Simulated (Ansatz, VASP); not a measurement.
# One calculation of Hf, two programs

File INCAR:

```
SYSTEM = Hf
PREC     = Accurate       ! precision mode
ENCUT    = 520            ! plane-wave cutoff, eV
EDIFF    = 1E-6           ! SCF threshold, eV
ISMEAR   = 0              ! smearing method
SIGMA    = 0.15           ! smearing width, eV
LREAL    = .FALSE.        ! projectors in reciprocal space
LASPH    = .TRUE.         ! aspherical terms in the spheres
NELM     = 100            ! most SCF steps
ALGO     = Fast           ! electronic algorithm
ISIF     = 2              ! what is computed and relaxed
LWAVE    = .FALSE.        ! write WAVECAR
LCHARG   = .FALSE.        ! write CHGCAR
GGA      = PE             ! functional
NBANDS   = 11             ! bands
```

Contents of KPOINTS:

```
Automatic mesh
0
G
  18 18 18
  0 0 0
```

Contents of POSCAR:

```
Hf
1.0
    0.0000000000      2.2200000000      2.3199000000
    2.2200000000      0.0000000000      2.3199000000
    2.2200000000      2.2200000000      0.0000000000
Hf
1
Direct
    0.0000000000      0.0000000000      0.0000000000
```

Input for Ansatz:

```yaml
crystal:
  lattice:
    - [0.0, 2.22, 2.3199]
    - [2.22, 0.0, 2.3199]
    - [2.22, 2.22, 0.0]
  atoms:
    - { symbol: Hf, position: [0.0, 0.0, 0.0] }
basis:
  ecutwfc: 420
kpoints:
  mp_grid: { grid: [18, 18, 18] }
hamiltonian:
  xc: pbe
scf:
  occupations: { method: gaussian, width: 0.15 }
output:
  forces: true
  stress: true
  eigenvalues: true
```

Change from the starting cell: strain +0.0450 x Voigt [0, 0, 1, 0, 0, 0], atoms carried along.

Alike in both runs: task single point; functional PBE; k mesh 18 × 18 × 18; occupations gaussian, width 0.15 eV; no spin polarisation.

|  | VASP | Ansatz |
| --- | --- | --- |
| version | VASP 6.6.1 | Ansatz 0.2.0 |
| potentials or method | VASP PAW PBE potentials, release 64 (Hf_pv), cutoff 520 eV | scalar-relativistic, plane waves, PAW |
| valence electrons in the cell | 10 | 26 |

Ansatz gave:

* gap on the k mesh at the Fermi level (eV): none
* pressure (GPa): -1.3
* traceless stress, the component that is largest in VASP (GPa): -1.66

Task: Estimate VASP's values.

Result: gap on the k mesh at the Fermi level (eV): none; pressure (GPa): -1.8; traceless stress, the component that is largest in VASP (GPa): -1.67.

A gap of «none» marks a metal or a gap that the smearing closes. VASP's potentials hold 10 valence electrons a cell and Ansatz's 26, so a difference there can come from the potentials and not from the codes.

Neither program's run includes spin-orbit coupling.
